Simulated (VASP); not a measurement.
Here is a VASP 6.6.1 calculation.

Contents of INCAR:

```
ALGO = Normal
DIPOL = 0.5 0.5 0.333
EDIFF = 1E-7
EDIFFG = -0.025
ENCUT = 520
GGA = PE
IBRION = 2
IDIPOL = 3
ISIF = 2
ISMEAR = 0
LASPH = T
LCHARG = F
LDIPOL = T
LREAL = F
LWAVE = F
NELM = 80
NSW = 50
PREC = Accurate
SIGMA = 0.1
```

Contents of KPOINTS:

```
k-points
0
Gamma
  9 9 1
```

The input POSCAR:

```
Ti3N3O
1.0
    3.0028555065      0.0000000000      0.0000000000
    0.0000000000      3.0028555065      0.0000000000
    0.0000000000      0.0000000000     19.7584945265
Ti N O
3 3 1
Selective dynamics
Direct
    0.5000000000      0.5000000000      0.2024445736  F F F
    0.0000000000      0.0000000000      0.3072496201  F F F
    0.5000000000      0.5000000000      0.4076776418  T T T
    0.0000000000      0.0000000000      0.2024445736  F F F
    0.5000000000      0.5000000000      0.3055678856  F F F
    0.0000000000      0.0000000000      0.4179718508  T T T
    0.0000000000      0.0000000000      0.4878152287  F F T
```

Potentials or basis: VASP PAW PBE potentials, release 64 (Ti_sv, N, O).

The run is started by

```console
$ cat potpaw_PBE.64/Ti_sv/POTCAR potpaw_PBE.64/N/POTCAR potpaw_PBE.64/O/POTCAR > POTCAR
$ mpirun -np 1 vasp_std > vasp.out
```

**Question.** What does it give for the energy gained by relaxing?

**Answer.** 30.5 meV/atom.

**Question.** Predict the band gap on the k mesh.

**Answer.** Zero (an odd number of electrons rules out a gap without spin polarisation).

Final structure:
```
Ti N O
1.0
     3.00286    0.00000    0.00000
     0.00000    3.00286    0.00000
     0.00000    0.00000   19.75849
Ti N O
3 3 1
Direct
  0.50000 0.50000 0.20244
  0.00000 0.00000 0.30725
  0.50000 0.50000 0.42818
  0.00000 0.00000 0.20244
  0.50000 0.50000 0.30557
  0.00000 0.00000 0.41358
  0.00000 0.00000 0.48671
```

Caveat: an odd number of electrons without spin polarisation forces a metal; a magnetic or distorted state may lie lower.
